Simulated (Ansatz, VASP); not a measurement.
One calculation of AlN, two programs

The input INCAR:

```
SYSTEM = AlN
PREC = Accurate ; ENCUT = 520
EDIFF = 1E-6 ; ISMEAR = -1
SIGMA = 0.05 ; LREAL = .False.
LASPH = .True. ; NELM = 100
ALGO = Normal ; ISIF = 2
LWAVE = .False. ; LCHARG = .False.
GGA = VW ; NBANDS = 11
```

Contents of KPOINTS:

```
Automatic mesh
0
Gamma
  10 10 10
  0 0 0
```

The input POSCAR:

```
AlN
1.0
    0.0000000000      2.1984575146      2.1984575146
    2.1984575146      0.0000000000      2.1984575146
    2.1984575146      2.1984575146      0.0000000000
Al N
1 1
Direct
    0.0000000000      0.0000000000      0.0000000000
    0.2500000000      0.2500000000      0.2500000000
```

The input input.yaml:

```yaml
crystal:
  lattice:
    - [0.0, 2.1984575146, 2.1984575146]
    - [2.1984575146, 0.0, 2.1984575146]
    - [2.1984575146, 2.1984575146, 0.0]
  atoms:
    - { symbol: Al, position: [0.0, 0.0, 0.0] }
    - { symbol: "N", position: [0.25, 0.25, 0.25] }
hamiltonian:
  xc: { exchange: slater, correlation: vwn5 }
  pseudopotentials: { kind: paw }
kpoints:
  mp_grid: { grid: [10, 10, 10] }
scf:
  occupations: { method: fermi_dirac, width: 0.05 }
output:
  forces: true
  stress: true
  eigenvalues: true
```

Alike in both runs: task single point; functional SVWN5; k mesh 10 × 10 × 10; occupations fermi-dirac, width 0.05 eV; no spin polarisation.

|  | VASP | Ansatz |
| --- | --- | --- |
| version | VASP 6.6.1 | Ansatz 0.2.0 |
| potentials or method | VASP PAW PBE potentials, release 64 (Al, N) | Ansatz PAW |
| plane-wave cutoff (eV) | 520 | 420 |
| valence electrons in the cell | 8 | 8 |

VASP gave:

```
gap on the k mesh at the Fermi level (eV) : 3.22
least direct gap on the mesh (eV)         : 4.05
pressure (GPa)                            : -6.7
```

Task: Which values does Ansatz return?

Result: gap on the k mesh at the Fermi level (eV): 3.24; least direct gap on the mesh (eV): 4.06; pressure (GPa): -7.4.

VASP's potentials were made for PBE, not for SVWN5. The functional is the same, so the differences come from potentials, cutoffs and numerics.
